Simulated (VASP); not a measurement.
A run of VASP 6.6.1 is set up as follows.

POSCAR

```
PbO2
1.0
    4.9949598700      0.0000000000      0.0000000000
    0.0000000000      4.9949598700      0.0000000000
    0.0000000000      0.0000000000      3.4090009600
Pb O
2 4
Direct
    0.5000000000      0.5000000000      0.5000000000
    0.0000000000      0.0000000000      0.0000000000
    0.6925710400      0.6925710400      0.0000000000
    0.8074289600      0.1925710400      0.5000000000
    0.1925710400      0.8074289600      0.5000000000
    0.3074289600      0.3074289600      0.0000000000
```

The input INCAR.step1:

```
SYSTEM = PbO2
ALGO = Normal ; EDIFF = 1E-4
ENCUT = 520 ; GGA = PE
ISMEAR = 1 ; LASPH = .True.
LCHARG = .False. ; LREAL = .False.
LWAVE = .True. ; NBANDS = 35
NELM = 60 ; PREC = Accurate
SIGMA = 0.1
```

Contents of INCAR.step2:

```
SYSTEM = PbO2
ALGO = Normal ; EDIFF = 1E-6
ENCUT = 520 ; ISIF = 2
ISMEAR = 1 ; ISTART = 1
LASPH = .True. ; LCHARG = .True.
LELF = .True. ; LMIXTAU = .True.
LREAL = .False. ; LVHAR = .True.
LWAVE = .False. ; METAGGA = R2SCAN
NBANDS = 35 ; NELM = 60
PREC = Accurate ; SIGMA = 0.1
```

The input KPOINTS:

```
k-points
0
Gamma
  5 5 7
  0 0 0
```

Potentials or basis: VASP PAW PBE potentials, release 64 (Pb_d, O).

Launch:

```bash
$ cat potpaw_PBE.64/Pb_d/POTCAR potpaw_PBE.64/O/POTCAR > POTCAR
$ cp INCAR.step1 INCAR
$ mpirun -np 1 vasp_std > vasp.out
$ cp INCAR.step2 INCAR
$ mpirun -np 1 vasp_std > vasp.out
```

(1) Estimate the pressure.

(2) Estimate the band gap on the k mesh.

(3) What does it give for the largest force?

Results:

(1) 0.2 GPa.

(2) 0.13 eV, indirect (least direct gap 0.55 eV).

(3) 0.023 eV/Å.

Caveat: the PAW data sets were made with another functional, which shifts forces and pressure a little; spin-orbit coupling is left out, which moves the levels of the heavy elements.
